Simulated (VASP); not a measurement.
# GaN (Fm-3m) in VASP: notebook, part 2 of 2

VASP 6.6.1.

### Step 3. G0W0 quasiparticle levels, LDA

POSCAR reads:

```
GaN
1.0
    0.0000000000      2.1085152350      2.1085152350
    2.1085152350      0.0000000000      2.1085152350
    2.1085152350      2.1085152350      0.0000000000
Ga N
1 1
Direct
    0.0000000000      0.0000000000      0.0000000000
    0.5000000000      0.5000000000      0.5000000000
```

INCAR.step1 reads:

```
SYSTEM = GaN
PREC     = Accurate       ! precision mode
ENCUT    = 500            ! plane-wave cutoff, eV
EDIFF    = 1E-8           ! SCF threshold, eV
ISMEAR   = 0              ! smearing method
SIGMA    = 0.01           ! smearing width, eV
LREAL    = .FALSE.        ! projectors in reciprocal space
LASPH    = .TRUE.         ! aspherical terms in the spheres
NELM     = 100            ! most SCF steps
ALGO     = Normal         ! electronic algorithm
LWAVE    = .TRUE.         ! write WAVECAR
LCHARG   = .FALSE.        ! write CHGCAR
```

INCAR.step2 reads:

```
SYSTEM = GaN
PREC     = Accurate       ! precision mode
ENCUT    = 500            ! plane-wave cutoff, eV
EDIFF    = 1E-8           ! SCF threshold, eV
ISMEAR   = 0              ! smearing method
SIGMA    = 0.01           ! smearing width, eV
LREAL    = .FALSE.        ! projectors in reciprocal space
LASPH    = .TRUE.         ! aspherical terms in the spheres
NELM     = 1              ! most SCF steps
ALGO     = Exact          ! electronic algorithm
LWAVE    = .TRUE.         ! write WAVECAR
LCHARG   = .FALSE.        ! write CHGCAR
NBANDS   = 49             ! bands
LOPTICS  = .TRUE.         ! frequency-dependent dielectric function
ISTART   = 1
```

INCAR.step3 reads:

```
SYSTEM = GaN
PREC     = Accurate       ! precision mode
ENCUT    = 500            ! plane-wave cutoff, eV
EDIFF    = 1E-8           ! SCF threshold, eV
ISMEAR   = 0              ! smearing method
SIGMA    = 0.01           ! smearing width, eV
LREAL    = .FALSE.        ! projectors in reciprocal space
LASPH    = .TRUE.         ! aspherical terms in the spheres
ALGO     = EVGW0          ! electronic algorithm
LWAVE    = .FALSE.        ! write WAVECAR
LCHARG   = .FALSE.        ! write CHGCAR
NELMGW   = 1            
NBANDS   = 49             ! bands
ENCUTGW  = 60.0           ! cutoff of the response function
NOMEGA   = 48             ! frequency points
PRECFOCK = Fast         
ISTART   = 1            
NBANDSGW = 17
```

KPOINTS reads:

```
regular mesh
0
G
  4 4 4
  0 0 0
```

Potentials or basis: VASP PAW LDA potentials, release 64 (Ga_d_GW, N_GW).

On the command line:

```bash
$ cat potpaw_LDA.64/Ga_d_GW/POTCAR potpaw_LDA.64/N_GW/POTCAR > POTCAR
$ cp INCAR.step1 INCAR
$ mpirun -np 1 vasp_std > vasp.out
$ cp INCAR.step2 INCAR
$ mpirun -np 1 vasp_std > vasp.out
$ cp INCAR.step3 INCAR
$ mpirun -np 1 vasp_std > vasp.out
```

OUTCAR:

```text
SYSTEM = GaN
   PREC = Accurate
   ENCUT = 500
   EDIFF = 1E-8
   ISMEAR = 0
   LREAL = .FALSE.
   LASPH = .TRUE.
   NELMGW = 1
   ENCUTGW = 60.0
   PRECFOCK = Fast
   ISTART = 1

 ion  position               nearest neighbor table
   1  0.000  0.000  0.000-   2 2.11   2 2.11   2 2.11   2 2.11   2 2.11   2 2.11
   2  0.500  0.500  0.500-   1 2.11   1 2.11   1 2.11   1 2.11   1 2.11   1 2.11

  LATTYP: Found a face centered cubic cell.
 ALAT       =     4.2170304700

  Lattice vectors:

 A1 = (   0.0000000000,   2.1085152350,   2.1085152350)
 A2 = (   2.1085152350,   0.0000000000,   2.1085152350)
 A3 = (   2.1085152350,   2.1085152350,   0.0000000000)

Analysis of symmetry for initial positions (statically):
=====================================================================
 Subroutine PRICEL returns:
 Original cell was already a primitive cell.

 Routine SETGRP: Setting up the symmetry group for a
 face centered cubic supercell.

 Subroutine GETGRP returns: Found 48 space group operations
 (whereof 48 operations were pure point group operations)
 out of a pool of 48 trial point group operations.

The static configuration has the point symmetry O_h .

Analysis of symmetry for dynamics (positions and initial velocities):
=====================================================================
 Subroutine PRICEL returns:
 Original cell was already a primitive cell.

 Routine SETGRP: Setting up the symmetry group for a
 face centered cubic supercell.

 Subroutine GETGRP returns: Found 48 space group operations
 (whereof 48 operations were pure point group operations)
 out of a pool of 48 trial point group operations.

The dynamic configuration has the point symmetry O_h .

 Subroutine INISYM returns: Found 48 space group operations
 (whereof 48 operations are pure point group operations),
[... 77 lines left out ...]
   ENCUT  =  500.0 eV  36.75 Ry    6.06 a.u.   5.44  5.44  5.44*2*pi/ulx,y,z
   NELM   =     60;   NELMIN=  2; NELMDL=  0     # of ELM steps
   EDIFF  = 0.1E-07   stopping-criterion for ELM
   LREAL  =      F    real-space projection
   EDIFFG = 0.1E-06   stopping-criterion for IOM
   NSW    =      0    number of steps for IOM
   IBRION =     -1    ionic relax: 0-MD 1-quasi-New 2-CG
   NFREE  =      0    steps in history (QN), initial steepest desc. (CG)
   ISIF   =      0    stress and relaxation
   ISYM   =      3    0-nonsym 1-usesym 2-fastsym
   POTIM  = 0.5000    time-step for ionic-motion
   TEBEG  =    0.0;   TEEND  =   0.0 temperature during run
   PSTRESS=    0.0 pullay stress
   NELECT =      18.0000    total number of electrons
   NUPDOWN=      -1.0000    fix difference up-down
   EMIN   =  10.00;   EMAX   =-10.00  energy-range for DOS
   EFERMI =   0.00;   METHOD = LEGACY
   ISMEAR =     0;   SIGMA  =   0.01  broadening in eV -4-tet -1-fermi 0-gaus
   EFERMI_NEDOS =   21; number of points for ismear=-14 and -15
   IALGO  =     38    algorithm
   IMIX   =      4    mixing-type and parameters
     AMIX     =   0.40;   BMIX     =  1.00
     AMIX_MAG =   1.60;   BMIX_MAG =  1.00
  volume/ion in A,a.u.               =       9.37        63.26
  Fermi-wavevector in a.u.,A,eV,Ry     =   1.615024  3.051952 35.488101  2.608302
  Thomas-Fermi vector in A             =   2.709838
   LORBIT       =      0    0 simple, 1 ext, 2 COOP (PROOUT), +10 PAW based schemes
   GGA     = CA    functional components
   LHFCALC =     T    Hartree Fock is set to
   PRECFOCK=fast      Normal, Fast or Accurate (Low or Medium for compatibility)
   ENCUT4O =  -1.0   cutoff for four orbital integrals eV
   NKREDX  =     1    reduce k-point grid by
   NKREDY  =     1    reduce k-point grid by
   NKREDZ  =     1    reduce k-point grid by
   AEXX    =    1.0000 exact exchange contribution
   HFSCREEN=    0.0000 screening length (either q_TF or 0.3 A-1)
   HFSCREENC=   0.0000 screening length for correlation (either q_TF or 0.3 A-1)
   ENCUTFOCK=  -1.0 apply spherical cutoff to Coloumb kernel
   IVDW    =     0    specifies the selected vdW correction
   LEPSILON=     F    determine dielectric tensor
   LRPA    =     F    only Hartree local field effects (RPA)
   LRPAFORCE           =     F    calculate RPA forces
   ENCUTGW             =  60.0    cutoff for response function in eV
   ENCUTGWSOFT         =  48.0    soft cutoff for Coulomb kernel in GW response function in eV
   ENCUTLF             =  -1.0    cutoff for local field effects
   NELMGW              =     1    number of iterations in solving QP/BSE equation
   NELMHF              =     1    number of iterations in the inner HF iteration
   NKREDLFX            =     1    NKREDLFY  =   1   NKREDLFZ  =   1
 non-spin polarized calculation
 Gauss-broadening in eV      SIGMA  =   0.01
  energy-cutoff  :      500.00
  volume of cell :       18.75
 maximum number of plane-waves:       531
 NGX is ok and might be reduce to    24
  NGX = 12; NGY = 12; NGZ = 12
   NGX = 11   NGY = 11   NGZ = 11
 maximum number of plane-waves:        22
 NGX is ok and might be reduce to    10

 QP shifts <psi_nk| G(iteration)W_0 |psi_nk>: iteration 1
 for sc-GW calculations column KS-energies equals QP-energies in previous step
 and V_xc(KS)=  KS-energies - (<T + V_ion + V_H > + <T+V_H+V_ion>^1  + <V_x>^1)

 k-point   1 :       0.0000    0.0000    0.0000
  band No.  KS-energies  QP-energies   sigma(KS)   V_xc(KS)     V^pw_x(r,r')   Z            occupation Imag(sigma)

      1      -9.6906     -10.3639     -15.4981     -14.5559     -24.1874       0.7147       2.0000       1.4040
      2      -6.6885     -10.3398     -26.7663     -21.8099     -34.9189       0.7367       2.0000       0.2454
      3      -6.6885     -10.3398     -26.7663     -21.8099     -34.9189       0.7367       2.0000       0.2454
      4      -6.6885     -10.3398     -26.7663     -21.8099     -34.9189       0.7367       2.0000       0.2454
      5      -6.5873     -10.3750     -27.1346     -22.0059     -35.4103       0.7385       2.0000       0.3024
      6      -6.5873     -10.3750     -27.1346     -22.0059     -35.4103       0.7385       2.0000       0.3024
[... 143 lines left out ...]
      3      -6.6806     -10.2936     -26.6171     -21.7129     -34.7599       0.7367       2.0000       0.2561
      4      -6.6596     -10.3464     -26.8772     -21.8636     -35.2012       0.7354       2.0000       0.3235
      5      -6.3998     -10.1286     -27.1802     -22.1350     -35.3457       0.7391       2.0000       0.2399
      6      -3.5365      -5.4443     -22.0882     -19.5154     -29.8414       0.7415       2.0000       0.5651
[... 9 lines left out ...]
     16      34.7766      36.3679     -12.9236     -14.8060      -5.9374       0.8454       0.0000      -1.4853
     17      37.1124      39.0177     -12.5186     -14.8254      -4.6706       0.8260       0.0000      -1.8807
```

OUTCAR.step2:

```text
SYSTEM = GaN
   PREC = Accurate
   ENCUT = 500
   EDIFF = 1E-8
[... 729 lines left out ...]
  --------------------------------------------------------------------------------------------------------------
     0.00000    12.97837    12.97837    12.97837     0.00000     0.00000    -0.00000
     1.26294    13.93174    13.93174    13.93174     0.00000     0.00000    -0.00000
     2.52589    20.45775    20.45775    20.45775     0.00000     0.00000    -0.00000
     3.78883     3.06019     3.06019     3.06019     0.00000     0.00000    -0.00000
     5.05177    21.37737    21.37737    21.37737     0.00000     0.00000    -0.00000
     6.31472    -0.41995    -0.41995    -0.41995     0.00000     0.00000     0.00000
[... 92 lines left out ...]
   123.76844     0.92946     0.92946     0.92946    -0.00000    -0.00000     0.00000
   125.03138     0.93124     0.93124     0.93124    -0.00000    -0.00000     0.00000
```

Run time: 56 s. Hardware: 1 thread of Intel Xeon 8259CL, shared host; peak memory 0.18 GiB.

Results:

- Band gap on the k mesh, mean-field level: 0.54 eV, indirect (least direct gap 2.88 eV)
- Quasiparticle gap: 1.57 eV
- Least direct quasiparticle gap: 3.52 eV

Caveat: the k points lie up to 0.65 Å⁻¹ apart; bands, screening cutoff and mesh are small and nothing is extrapolated, so the quasiparticle values aren't converged. A k mesh can miss the band edges.
